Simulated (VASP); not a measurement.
**SnO2: single point with LDA**

The system is SnO2.

```xyz
6
Lattice="-1.9833 1.9833 5.0950 1.9833 -1.9833 5.0950 1.9833 1.9833 -5.0950" Properties=species:S:1:pos:R:3 pbc="T T T"
Sn    0.0000    0.0000    0.0000
Sn    0.0000    1.9833    2.5475
O     0.0000    0.0000    8.1221
O     0.0000    0.0000    2.0679
O     0.0000    1.9833    4.6154
O     0.0000    1.9833    0.4796
```

```json
{
 "Program": "VASP 6.6.1",
 "Task": "single point",
 "Functional": "LDA",
 "Potentials or basis": "VASP PAW LDA potentials, release 64 (Sn_d, O)",
 "Cutoff": "520 eV",
 "k mesh": "8 × 8 × 8",
 "Occupations": "gaussian, width 0.1 eV",
 "Spin": "no spin polarisation",
 "Dipole correction": "no",
 "Further INCAR settings": "ALGO = Normal; EDIFF = 1e-06; NBANDS = 35"
}
```

```
Pressure               : 1.3 GPa
Largest force          : 0.032 eV/Å
Band gap on the k mesh : 1.78 eV (least direct gap 2.17 eV)
```

Forces on the atoms (eV/Å):
```
Sn   0.000  0.000  0.000
Sn   0.000  0.000  0.000
O    0.000  0.000 -0.032
O    0.000  0.000  0.032
O    0.000  0.000  0.032
O    0.000  0.000 -0.032
```

Levels at points of the mesh, in eV from the valence-band top:
| k point | band 22 | band 23 | band 24 | band 25 | band 26 | band 27 | band 28 | band 29 | band 30 | band 31 |
| --- | --- | --- | --- | --- | --- | --- | --- | --- | --- | --- |
| (0.00, 0.00, 0.00) | -1.07 | -0.69 | -0.69 | -0.40 | -0.40 | 1.78 | 5.71 | 9.11 | 9.68 | 9.72 |
| (0.50, 0.00, 0.00) | -1.14 | -0.80 | -0.78 | -0.59 | -0.38 | 5.09 | 6.30 | 7.87 | 8.59 | 9.84 |
| (0.50, 0.50, 0.00) | -0.90 | -0.82 | -0.82 | -0.05 | -0.05 | 7.43 | 7.43 | 7.65 | 7.65 | 8.68 |
| (0.50, 0.50, 0.50) | -2.82 | -1.05 | -1.05 | -0.29 | -0.29 | 4.42 | 4.42 | 7.44 | 7.44 | 12.00 |

Run time: 4.8 min on 1 thread of AMD EPYC 7R13 Processor (Zen 3) (shared host), peak memory 0.3 GiB.

Caveat: spin-orbit coupling is left out, which moves the levels of the heavy elements. A k mesh can miss the band edges.
